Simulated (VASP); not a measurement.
# Al2Rh (P4_2/mnm) in VASP: single point with PBE

Aim: the single point of Al2Rh with PBE.

All numbers are computed with VASP 6.6.1; they aren't measurements. Logs are shortened: lines on timing, memory, paths and dates and some standing lists are left out, and cuts for length are marked.

**1. The cell of the first run**

The structure is tetragonal, space group P4_2/mnm (No. 136). The conventional cell has a = 6.276 Å, b = 6.276 Å, c = 2.880 Å, α = 90.00°, β = 90.00°, γ = 90.00°. Al (site symmetry m2m) has 3 Rh at 2.43 to 2.47 Å and 2 Al at 2.88 Å within 3.2 Å. Within 3.2 Å of Rh (site symmetry mmm) lie 6 Al at 2.43 to 2.47 Å and 2 Rh at 2.88 Å.

**2. Single point, PBE**

POSCAR reads:

```
Al2Rh
1.0
    6.2763654296      0.0000000000      0.0000000000
    0.0000000000      6.2763654296      0.0000000000
    0.0000000000      0.0000000000      2.8804507340
Al Rh
4 2
Direct
    0.2742056400      0.2742056400      0.0000000000
    0.2257943600      0.7742056400      0.5000000000
    0.7257943600      0.7257943600      0.0000000000
    0.7742056400      0.2257943600      0.5000000000
    0.0000000000      0.0000000000      0.0000000000
    0.5000000000      0.5000000000      0.5000000000
```

INCAR.step1 reads:

```
SYSTEM = Al2Rh
PREC = Accurate ; ENCUT = 520
EDIFF = 1E-7 ; ISMEAR = 0
SIGMA = 0.1 ; LREAL = .False.
LASPH = .True. ; NELM = 100
ALGO = Fast ; ISIF = 2
LWAVE = .False. ; LCHARG = .True.
LMAXMIX = 4 ; GGA = PE
NBANDS = 30
```

KPOINTS.step1 reads:

```
Automatic mesh
0
Gamma
  6 6 14
  0 0 0
```

INCAR.step2 reads:

```
SYSTEM = Al2Rh
PREC = Accurate ; ENCUT = 520
EDIFF = 1E-7 ; ISMEAR = -5
SIGMA = 0.1 ; LREAL = .False.
LASPH = .True. ; NELM = 100
ALGO = Fast ; ISIF = 2
LWAVE = .False. ; LCHARG = .False.
LMAXMIX = 4 ; GGA = PE
LORBIT = 11 ; NEDOS = 1001
ICHARG = 11
```

KPOINTS.step2 reads:

```
Automatic mesh
0
Gamma
  9 9 21
  0 0 0
```

Potentials or basis: VASP PAW PBE potentials, release 64 (Al, Rh_pv).

On the command line:

```console
$ cat potpaw_PBE.64/Al/POTCAR potpaw_PBE.64/Rh_pv/POTCAR > POTCAR
$ cp INCAR.step1 INCAR
$ cp KPOINTS.step1 KPOINTS
$ mpirun -np 1 vasp_std > vasp.out
$ cp INCAR.step2 INCAR
$ cp KPOINTS.step2 KPOINTS
$ mpirun -np 1 vasp_std > vasp.out
```

OUTCAR:

```text
SYSTEM = Al2Rh
   PREC = Accurate
   ENCUT = 520
   EDIFF = 1E-7
   ISMEAR = -5
   LREAL = .False.
   LASPH = .True.
   NELM = 100
   ISIF = 2
   GGA = PE
   LORBIT = 11
   ICHARG = 11

 ion  position               nearest neighbor table
   1  0.274  0.274  0.000-   5 2.43   6 2.47   6 2.47
   2  0.226  0.774  0.500-   6 2.43   5 2.47   5 2.47
   3  0.726  0.726  0.000-   5 2.43   6 2.47   6 2.47
   4  0.774  0.226  0.500-   6 2.43   5 2.47   5 2.47
   5  0.000  0.000  0.000-   1 2.43   3 2.43   2 2.47   4 2.47   2 2.47   4 2.47
   6  0.500  0.500  0.500-   2 2.43   4 2.43   3 2.47   1 2.47   1 2.47   3 2.47

  LATTYP: Found a simple tetragonal cell.
 ALAT       =     6.2763654296
 C/A-ratio  =     0.4589361098

  Lattice vectors:

 A1 = (   6.2763654296,   0.0000000000,   0.0000000000)
 A2 = (   0.0000000000,   6.2763654296,   0.0000000000)
 A3 = (   0.0000000000,   0.0000000000,   2.8804507340)

Analysis of symmetry for initial positions (statically):
=====================================================================
 Subroutine PRICEL returns:
 Original cell was already a primitive cell.

 Routine SETGRP: Setting up the symmetry group for a
 simple tetragonal supercell.

 Subroutine GETGRP returns: Found 16 space group operations
 (whereof  8 operations were pure point group operations)
 out of a pool of 16 trial point group operations.

The static configuration has the point symmetry D_2h.
 The point group associated with its full space group is D_4h.

Analysis of symmetry for dynamics (positions and initial velocities):
=====================================================================
 Subroutine PRICEL returns:
 Original cell was already a primitive cell.

 Routine SETGRP: Setting up the symmetry group for a
 simple tetragonal supercell.

 Subroutine GETGRP returns: Found 16 space group operations
 (whereof  8 operations were pure point group operations)
 out of a pool of 16 trial point group operations.

The dynamic configuration has the point symmetry D_2h.
 The point group associated with its full space group is D_4h.

 Subroutine INISYM returns: Found 16 space group operations
 (whereof  8 operations are pure point group operations),
 and found     1 'primitive' translations

----------------------------------------------------------------------------------------

                                     Primitive cell

  volume of cell :     113.4689

  direct lattice vectors                    reciprocal lattice vectors
[... 106 lines left out ...]
   TEBEG  =    0.0;   TEEND  =   0.0 temperature during run
   PSTRESS=    0.0 pullay stress
   NELECT =      42.0000    total number of electrons
   NUPDOWN=      -1.0000    fix difference up-down
   EMIN   =  10.00;   EMAX   =-10.00  energy-range for DOS
   EFERMI =   0.00;   METHOD = LEGACY
   ISMEAR =    -5;   SIGMA  =   0.10  broadening in eV -4-tet -1-fermi 0-gaus
   EFERMI_NEDOS =   21; number of points for ismear=-14 and -15
   IALGO  =     68    algorithm
   IMIX   =      4    mixing-type and parameters
     AMIX     =   0.40;   BMIX     =  1.00
     AMIX_MAG =   1.60;   BMIX_MAG =  1.00
  volume/ion in A,a.u.               =      18.91       127.62
  Fermi-wavevector in a.u.,A,eV,Ry     =   1.175436  2.221252 18.798484  1.381650
  Thomas-Fermi vector in A             =   2.311817
   LORBIT       =     11    0 simple, 1 ext, 2 COOP (PROOUT), +10 PAW based schemes
   GGA     = PE    functional components
   LHFCALC =     F    Hartree Fock is set to
   AEXX    =    0.0000 exact exchange contribution
   IVDW    =     0    specifies the selected vdW correction
   LEPSILON=     F    determine dielectric tensor
   LRPA    =     F    only Hartree local field effects (RPA)
 non-spin polarized calculation
 RMM-DIIS sequential band-by-band and
 Fermi weights with tetrahedron method with Bloechl corrections
  energy-cutoff  :      520.00
  volume of cell :      113.47
 maximum number of plane-waves:      3087
 NGX is ok and might be reduce to    48

 number of electron      41.9999998 magnetization

 Free energy of the ion-electron system (eV)
  ---------------------------------------------------
  ext. energy  EPLUGINS =         0.00000000
  ---------------------------------------------------
  free energy    TOTEN  =       -32.06831162 eV

  energy without entropy =      -32.06831162  energy(sigma->0) =      -32.06831162

 E-fermi :   6.7562     XC(G=0): -10.1839

 val. band max:        6.8030390451   @ k =   0.2222   0.2222   0.1429
 cond. band min:       6.7428589857   @ k =   0.3333   0.1111   0.3810
 fundamental gap:     -0.0601800595
 Fermi energy:         6.7562054759

 k-point     1 :       0.0000    0.0000    0.0000
  band No.  band energies     occupation
      1     -39.6997      2.00000
      2     -39.6997      2.00000
      3     -39.5940      2.00000
      4     -39.5940      2.00000
      5     -39.3848      2.00000
      6     -39.3847      2.00000
[... 661 lines left out ...]
     24       8.5888      0.00000
     25      10.2397      0.00000

 [... further k-points ...]
[... 5 lines left out ...]
  --------------------------------------------------------------------------------------
  -------------------------------------------------------------------------------------
  Total       -0.0689962     -0.0689962     -0.0311929      0.0000000      0.0000000      0.0000000
  in kB       -0.9742236     -0.9742236     -0.4404432      0.0000000      0.0000000      0.0000000
  external PRESSURE =      -0.7962968 kB  Pullay stress =       0.0000000 kB

 VOLUME and BASIS-vectors are now :
 -----------------------------------------------------------------------------
  energy-cutoff  :      520.00
  volume of cell :      113.47
      direct lattice vectors                 reciprocal lattice vectors
     6.276365430  0.000000000  0.000000000     0.159327880  0.000000000  0.000000000
     0.000000000  6.276365430  0.000000000     0.000000000  0.159327880  0.000000000
     0.000000000  0.000000000  2.880450734     0.000000000  0.000000000  0.347167889

 POSITION                                       TOTAL-FORCE (eV/Angst)
 -----------------------------------------------------------------------------------
      1.72101      1.72101      0.00000        -0.002133     -0.002133     -0.000000
      1.41717      4.85920      1.44023         0.002133     -0.002133      0.000000
      4.55535      4.55535      0.00000         0.002133      0.002133      0.000000
      4.85920      1.41717      1.44023        -0.002133      0.002133      0.000000
      0.00000      0.00000      0.00000         0.000000     -0.000000      0.000000
      3.13818      3.13818      1.44023         0.000000     -0.000000      0.000000
 -----------------------------------------------------------------------------------
    total drift:                               -0.000000     -0.000000     -0.000000

  FREE ENERGIE OF THE ION-ELECTRON SYSTEM (eV)
  ---------------------------------------------------
  free  energy   TOTEN  =       -32.0683116164 eV

  energy  without entropy=      -32.0683116164  energy(sigma->0) =      -32.06831162

 total charge

# of ion       s       p       d       tot
------------------------------------------
    1        0.457   0.320   0.000   0.777
    2        0.457   0.320   0.000   0.777
    3        0.457   0.320   0.000   0.777
    4        0.457   0.320   0.000   0.777
    5        0.422   6.305   7.344  14.071
    6        0.422   6.305   7.344  14.071
--------------------------------------------------
tot          2.669  13.893  14.687  31.250
```

OUTCAR.step1:

```text
SYSTEM = Al2Rh
   PREC = Accurate
   ENCUT = 520
   EDIFF = 1E-7
   ISMEAR = 0
   LREAL = .False.
[... 1034 lines left out ...]
      4.85920      1.41717      1.44023        -0.000655      0.000655      0.000000
      0.00000      0.00000      0.00000         0.000000      0.000000      0.000000
      3.13818      3.13818      1.44023         0.000000      0.000000      0.000000
 -----------------------------------------------------------------------------------
    total drift:                                0.000000     -0.000000     -0.000000

  FREE ENERGIE OF THE ION-ELECTRON SYSTEM (eV)
  ---------------------------------------------------
  free  energy   TOTEN  =       -32.0766682102 eV

  energy  without entropy=      -32.0700667903  energy(sigma->0) =      -32.07336750
```

It took 7.9 min on 1 thread of Intel Xeon Platinum 8488C (Sapphire Rapids), shared host; peak memory 0.5 GiB.

What came out:

```yaml
Valence_electrons_inside_the_program's_atomic_spheres: Al 0.78; Rh 14.07
```

Caveat: tetrahedron occupations give inexact forces and stress in metals.
